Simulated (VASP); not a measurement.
Wanted: the native input for a VASP 6.6.1 run.

| Property | Result |
| --- | --- |
| Task | relaxation of cell and atoms |
| Functional | PBE |
| Potentials or basis | VASP PAW PBE potentials, release 64 (Ga_d, S) |
| Cutoff | 600 eV |
| k mesh | 4 × 4 × 4 |
| Occupations | gaussian, width 0.1 eV |
| Spin | no spin polarisation |
| Dipole correction | no |
| Further INCAR settings | ALGO = Normal; EDIFF = 1e-06; IBRION = 2; EDIFFG = -0.04; NSW = 90; ISIF = 3 |

The structure of GaS3 lies in POSCAR:

```
GaS3
1.0
    0.0000000000      3.4928055800      3.4928055800
    3.4928055800      0.0000000000      3.4928055800
    3.4928055800      3.4928055800      0.0000000000
Ga S
1 3
Direct
    0.0000000000      0.0000000000      0.0000000000
    0.5000000000      0.5000000000      0.5000000000
    0.7500000000      0.7500000000      0.7500000000
    0.2500000000      0.2500000000      0.2500000000
```

These files were run (other wordings do the same):

INCAR

```
SYSTEM = GaS3
PREC     = Accurate       ! precision mode
ENCUT    = 600            ! plane-wave cutoff, eV
EDIFF    = 1E-6           ! SCF threshold, eV
ISMEAR   = 0              ! smearing method
SIGMA    = 0.1            ! smearing width, eV
LREAL    = .False.        ! projectors in reciprocal space
LASPH    = .True.         ! aspherical terms in the spheres
NELM     = 100            ! most SCF steps
ALGO     = Normal         ! electronic algorithm
ISIF     = 3              ! what is computed and relaxed
LWAVE    = .False.        ! write WAVECAR
LCHARG   = .False.        ! write CHGCAR
GGA      = PE             ! functional
IBRION   = 2              ! ionic algorithm
NSW      = 90             ! ionic steps
EDIFFG   = -0.04          ! ionic threshold
```

KPOINTS

```
regular mesh
0
Gamma
  4 4 4
  0 0 0
```

Potentials or basis: VASP PAW PBE potentials, release 64 (Ga_d, S).

Command:

```sh
$ cat potpaw_PBE.64/Ga_d/POTCAR potpaw_PBE.64/S/POTCAR > POTCAR
$ mpirun -np 1 vasp_std > vasp.out
```

Results of the run:

The relaxed volume is 16.55 Å³/atom, the relaxed cell is a = 4.541 Å, b = 4.541 Å, c = 4.541 Å, α = 60.00°, β = 60.00°, γ = 60.00° and the space group after relaxing (to 0.05 Å) is Fm-3m (No. 225). The energy gained by relaxing is 192.2 meV/atom. The ionic steps are 4 and the pressure after relaxing is 0.1 GPa.

Caveat: the k points lie up to 0.42 Å⁻¹ apart in the final cell; the volume moved by over 15 % at a fixed basis, so the end points are rough.

Wall time 74 s on 1 thread of Intel(R) Xeon(R) Platinum 8259CL CPU @ 2.50GHz (Skylake/Cascade Lake), with other jobs on the host, peak memory 0.25 GiB.
